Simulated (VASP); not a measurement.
# CdI2 (P-3m1) in VASP: a series of runs, part 2 of 2

VASP 6.6.1. Earlier steps stand in the parts before.

**3. Single point, PBE+D4**

This run uses another cell than the first one, of 35.42 Å³/atom.

Contents of INCAR:

```
SYSTEM = CdI2
ALGO = Normal
EDIFF = 1E-6
ENCUT = 500
GGA = PE
GGA_COMPAT = .FALSE.
ISIF = 2
ISMEAR = -1
IVDW = 13
LASPH = .TRUE.
LCHARG = .FALSE.
LREAL = .FALSE.
LWAVE = .FALSE.
NBANDS = 49
NELM = 120
PREC = Accurate
SIGMA = 0.02
```

Contents of KPOINTS:

```
k-points
0
G
  6 6 2
  0 0 0
```

Contents of POSCAR:

```
CdI2
1.0
    4.2407635289      0.0000000000      0.0000000000
   -2.1203817644      3.6726089474      0.0000000000
    0.0000000000      0.0000000000     20.4677298211
Cd I
3 6
Direct
    0.6666666667      0.3333333333      0.3328431886
    0.3333333333      0.6666666667      0.6671568114
    0.0000000000      0.0000000000      0.0000000000
    0.3333333333      0.6666666667      0.0844968256
    0.3333333333      0.6666666667      0.4173213650
    0.6666666667      0.3333333333      0.9155031744
    0.6666666667      0.3333333333      0.5826786350
    0.0000000000      0.0000000000      0.2483593150
    0.0000000000      0.0000000000      0.7516406850
```

Potentials or basis: VASP PAW PBE potentials, release 64 (Cd, I).

On the command line:

```
$ cat potpaw_PBE.64/Cd/POTCAR potpaw_PBE.64/I/POTCAR > POTCAR
$ mpirun -np 1 vasp_std > vasp.out
```

It took 4.9 min on 1 thread of Oxide Virtual Turin-like, shared host; peak memory 0.44 GiB.

Results (log left out):

```
Free energy                : -19.6665 eV
Pressure                   : 0.1 GPa
Largest force              : 0.015 eV/Å
Band gap on the k mesh     : 2.16 eV (least direct gap 2.30 eV)
Dispersion energy per atom : -0.359 eV
```

Forces on the atoms (eV/Å):
```
Cd   0.000  0.000 -0.001
Cd   0.000  0.000  0.001
Cd   0.000  0.000  0.000
I    0.000  0.000  0.015
I    0.000  0.000  0.015
I    0.000  0.000 -0.015
I    0.000  0.000 -0.015
I    0.000  0.000 -0.014
I    0.000  0.000  0.014
```

Levels at points of the mesh, in eV from the valence-band top:
| k point | band 37 | band 38 | band 39 | band 40 | band 41 | band 42 |
| --- | --- | --- | --- | --- | --- | --- |
| (0.00, 0.00, 0.00) | -0.04 | -0.04 | -0.04 | 2.42 | 3.35 | 3.36 |
| (0.50, 0.00, 0.00) | -0.39 | -0.27 | -0.14 | 2.16 | 2.47 | 2.59 |
| (0.00, 0.00, 0.50) | -0.11 | -0.01 | -0.01 | 2.76 | 2.77 | 3.63 |
| (0.50, 0.00, 0.50) | -0.32 | -0.22 | -0.21 | 2.21 | 2.31 | 2.69 |

Caveat: spin-orbit coupling is left out, which moves the levels of the heavy elements. A k mesh can miss the band edges.

**4. Single point, PBE+D3(BJ)**

This run uses another cell than the first one, of 35.52 Å³/atom.

Contents of INCAR:

```
ALGO = Normal
EDIFF = 1E-6
ENCUT = 500
GGA = PE
GGA_COMPAT = F
ISIF = 2
ISMEAR = -1
IVDW = 12
LASPH = T
LCHARG = T
LELF = T
LREAL = F
LVHAR = T
LWAVE = F
NBANDS = 49
NELM = 120
PREC = Accurate
SIGMA = 0.02
```

Contents of KPOINTS:

```
k-points
0
Gamma
  6 6 2
```

Contents of POSCAR:

```
CdI2
1.0
    4.2435450736      0.0000000000      0.0000000000
   -2.1217725368      3.6750178359      0.0000000000
    0.0000000000      0.0000000000     20.4960241685
Cd I
3 6
Direct
    0.6666666667      0.3333333333      0.3328918573
    0.3333333333      0.6666666667      0.6671081427
    0.0000000000      0.0000000000      0.0000000000
    0.3333333333      0.6666666667      0.0843804861
    0.3333333333      0.6666666667      0.4172592513
    0.6666666667      0.3333333333      0.9156195139
    0.6666666667      0.3333333333      0.5827407487
    0.0000000000      0.0000000000      0.2485355840
    0.0000000000      0.0000000000      0.7514644160
```

On the command line:

```
$ cat potpaw_PBE.64/Cd/POTCAR potpaw_PBE.64/I/POTCAR > POTCAR
$ mpirun -np 1 vasp_std > vasp.out
```

Run time: 3.8 min. Hardware: 1 thread of Oxide Virtual Turin-like, shared host; peak memory 0.46 GiB.

Results (log left out):

```
Free energy                : -19.4543 eV
Pressure                   : 0.1 GPa
Largest force              : 0.021 eV/Å
Band gap on the k mesh     : 2.17 eV (least direct gap 2.30 eV)
Dispersion energy per atom : -0.334 eV
```

Forces in eV/Å, atoms in the order of the input:
```
Cd   0.000  0.000  0.000
Cd   0.000  0.000  0.000
Cd   0.000  0.000  0.000
I    0.000  0.000  0.021
I    0.000  0.000  0.019
I    0.000  0.000 -0.021
I    0.000  0.000 -0.019
I    0.000  0.000 -0.021
I    0.000  0.000  0.021
```

Levels at points of the mesh, in eV from the valence-band top:
```csv
k point,band 36,band 37,band 38,band 39,band 40,band 41,band 42,band 43
"(0.00, 0.00, 0.00)",-0.04,-0.04,-0.04,-0.04,2.42,3.34,3.35,4.43
"(0.50, 0.00, 0.00)",-0.39,-0.38,-0.26,-0.13,2.17,2.47,2.58,4.75
"(0.00, 0.00, 0.50)",-0.11,-0.11,-0.01,-0.01,2.76,2.77,3.62,4.46
"(0.50, 0.00, 0.50)",-0.43,-0.31,-0.21,-0.21,2.22,2.31,2.69,4.88
```

Caveat: spin-orbit coupling is left out, which moves the levels of the heavy elements. A k mesh can miss the band edges.

**5. Single point, r2SCAN+rVV10**

Contents of POSCAR:

```
CdI2
1.0
    4.2468179188      0.0000000000      0.0000000000
   -2.1234089594      3.6778522029      0.0000000000
    0.0000000000      0.0000000000     20.6923892625
Cd I
3 6
Direct
    0.6666666667      0.3333333333      0.3331655910
    0.3333333333      0.6666666667      0.6668344090
    0.0000000000      0.0000000000      0.0000000000
    0.3333333333      0.6666666667      0.0830957573
    0.3333333333      0.6666666667      0.4162484389
    0.6666666667      0.3333333333      0.9169042427
    0.6666666667      0.3333333333      0.5837515611
    0.0000000000      0.0000000000      0.2500582723
    0.0000000000      0.0000000000      0.7499417277
```

Contents of INCAR.step1:

```
SYSTEM = CdI2
PREC     = Accurate       ! precision mode
ENCUT    = 550            ! plane-wave cutoff, eV
ISMEAR   = -1             ! smearing method
SIGMA    = 0.02           ! smearing width, eV
LREAL    = .False.        ! projectors in reciprocal space
LASPH    = .True.         ! aspherical terms in the spheres
NELM     = 120            ! most SCF steps
NBANDS   = 49             ! bands
GGA      = PE             ! functional
ALGO     = Normal         ! electronic algorithm
EDIFF    = 1E-5           ! SCF threshold, eV
LWAVE    = .True.         ! write WAVECAR
LCHARG   = .False.        ! write CHGCAR
GGA_COMPAT= .False.
```

Contents of INCAR.step2:

```
SYSTEM = CdI2
PREC     = Accurate       ! precision mode
ENCUT    = 550            ! plane-wave cutoff, eV
EDIFF    = 1E-6           ! SCF threshold, eV
ISMEAR   = -1             ! smearing method
SIGMA    = 0.02           ! smearing width, eV
LREAL    = .False.        ! projectors in reciprocal space
LASPH    = .True.         ! aspherical terms in the spheres
NELM     = 120            ! most SCF steps
ALGO     = Normal         ! electronic algorithm
ISIF     = 2              ! what is computed and relaxed
LWAVE    = .False.        ! write WAVECAR
LCHARG   = .False.        ! write CHGCAR
METAGGA  = R2SCAN         ! meta-GGA
LMIXTAU  = .True.       
LUSE_VDW = .True.       
IVDW_NL  = 2            
BPARAM   = 11.95        
CPARAM   = 0.0093       
NBANDS   = 49             ! bands
ISTART   = 1            
GGA_COMPAT= .False.
```

Contents of KPOINTS:

```
Automatic mesh
0
Gamma
  6 6 2
  0 0 0
```

On the command line:

```
$ cat potpaw_PBE.64/Cd/POTCAR potpaw_PBE.64/I/POTCAR > POTCAR
$ cp INCAR.step1 INCAR
$ mpirun -np 1 vasp_std > vasp.out
$ cp INCAR.step2 INCAR
$ mpirun -np 1 vasp_std > vasp.out
```

It took 25 min on 1 thread of Oxide Virtual Turin-like, shared host; peak memory 1.1 GiB.

The run converged. Its results:

```
Free energy            : -211.5547 eV
Pressure               : 0.3 GPa
Largest force          : 0.038 eV/Å
Band gap on the k mesh : 2.60 eV (least direct gap 2.74 eV)
```

Forces on the atoms (eV/Å):
```
Cd   0.000  0.000  0.000
Cd   0.000  0.000  0.000
Cd   0.000  0.000  0.000
I    0.000  0.000  0.038
I    0.000  0.000  0.036
I    0.000  0.000 -0.038
I    0.000  0.000 -0.036
I    0.000  0.000 -0.038
I    0.000  0.000  0.038
```

Levels at points of the mesh, in eV from the valence-band top:
| k point | band 36 | band 37 | band 38 | band 39 | band 40 | band 41 | band 42 | band 43 |
| --- | --- | --- | --- | --- | --- | --- | --- | --- |
| (0.00, 0.00, 0.00) | -0.04 | -0.04 | -0.04 | -0.04 | 3.01 | 3.86 | 3.86 | 4.96 |
| (0.50, 0.00, 0.00) | -0.37 | -0.37 | -0.26 | -0.14 | 2.60 | 2.89 | 3.01 | 5.29 |
| (0.00, 0.00, 0.50) | -0.10 | -0.10 | -0.02 | -0.02 | 3.31 | 3.32 | 4.11 | 4.99 |
| (0.50, 0.00, 0.50) | -0.42 | -0.32 | -0.21 | -0.21 | 2.65 | 2.74 | 3.10 | 5.41 |

Caveat: the PAW data sets were made with another functional, which shifts forces and pressure a little; spin-orbit coupling is left out, which moves the levels of the heavy elements. A k mesh can miss the band edges.

**6. Summary**

```tsv
level	potentials or basis	cell	k mesh	cutoff (eV)	smearing	gap on the mesh (eV)	pressure (GPa)	largest force (eV/Å)
LDA	VASP PAW LDA potentials, release 64 (Cd, I)	a = 4.247, b = 4.247, c = 20.692 Å, angles 90.0, 90.0, 120.0°, 9 atoms, atomic positions A	12 × 12 × 2	500	gaussian 0.01 eV	2.03	-1.9	0.25
PBE+D4	VASP PAW PBE potentials, release 64 (Cd, I)	a = 4.241, b = 4.241, c = 20.468 Å, angles 90.0, 90.0, 120.0°, 9 atoms, atomic positions B	6 × 6 × 2	500	fermi-dirac 0.02 eV	2.16	0.1	0.02
PBE+D3(BJ)	VASP PAW PBE potentials, release 64 (Cd, I)	a = 4.244, b = 4.244, c = 20.496 Å, angles 90.0, 90.0, 120.0°, 9 atoms, atomic positions C	6 × 6 × 2	500	fermi-dirac 0.02 eV	2.17	0.1	0.02
r2SCAN+rVV10	VASP PAW PBE potentials, release 64 (Cd, I)	a = 4.247, b = 4.247, c = 20.692 Å, angles 90.0, 90.0, 120.0°, 9 atoms, atomic positions A	6 × 6 × 2	550	fermi-dirac 0.02 eV	2.60	0.3	0.04
```

Alike in all rows: task single point; no spin polarisation.

Caveats: spin-orbit coupling is left out, which moves the levels of the heavy elements; the PAW data sets were made with another functional, which shifts forces and pressure a little (at least some runs).

Absolute energies hang on the potentials; compare differences alone.
